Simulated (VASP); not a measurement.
Write the native input for VASP 6.6.1 that does the following.

```
Task                   : single point
Functional             : PBEsol
Potentials or basis    : VASP PAW PBE potentials, release 64 (Mg, O)
Cutoff                 : 520 eV
k mesh                 : 9 × 9 × 6
Occupations            : gaussian, width 0.05 eV
Spin                   : no spin polarisation
Dipole correction      : no
Further INCAR settings : ALGO = Normal; EDIFF = 1e-07; NBANDS = 16
```

The structure of MgO lies in POSCAR:

```
MgO
1.0
    3.3486902732      0.0000000000      0.0000000000
   -1.6743451366      2.9000508460      0.0000000000
    0.0000000000      0.0000000000      4.8847345015
Mg O
2 2
Direct
    0.3333333333      0.6666666667      0.0390610606
    0.6666666667      0.3333333333      0.5390610606
    0.3333333333      0.6666666667      0.4009416620
    0.6666666667      0.3333333333      0.9009416620
```

This cell differs from its parent crystal: c/a of the conventional cell at fixed volume 1.4587.

One way to write it, as run:

INCAR

```
SYSTEM = MgO
PREC = Accurate
ENCUT = 520
EDIFF = 1E-7
ISMEAR = 0
SIGMA = 0.05
LREAL = .False.
LASPH = .True.
NELM = 60
ALGO = Normal
ISIF = 2
LWAVE = .False.
LCHARG = .False.
GGA = PS
NBANDS = 16
```

KPOINTS

```
Automatic mesh
0
Gamma
  9 9 6
  0 0 0
```

Potentials or basis: VASP PAW PBE potentials, release 64 (Mg, O).

Command:

```sh
$ cat potpaw_PBE.64/Mg/POTCAR potpaw_PBE.64/O/POTCAR > POTCAR
$ mpirun -np 1 vasp_std > vasp.out
```

It gave:

```
Pressure               : 6.0 GPa
Largest force          : 3.090 eV/Å
Band gap on the k mesh : 3.50 eV, direct
```

Caveat: the PAW data sets were made with another functional, which shifts forces and pressure a little.

Run time: 17 s on 1 thread of Intel(R) Xeon(R) 6975P-C (Granite Rapids) (shared host), peak memory 0.18 GiB.
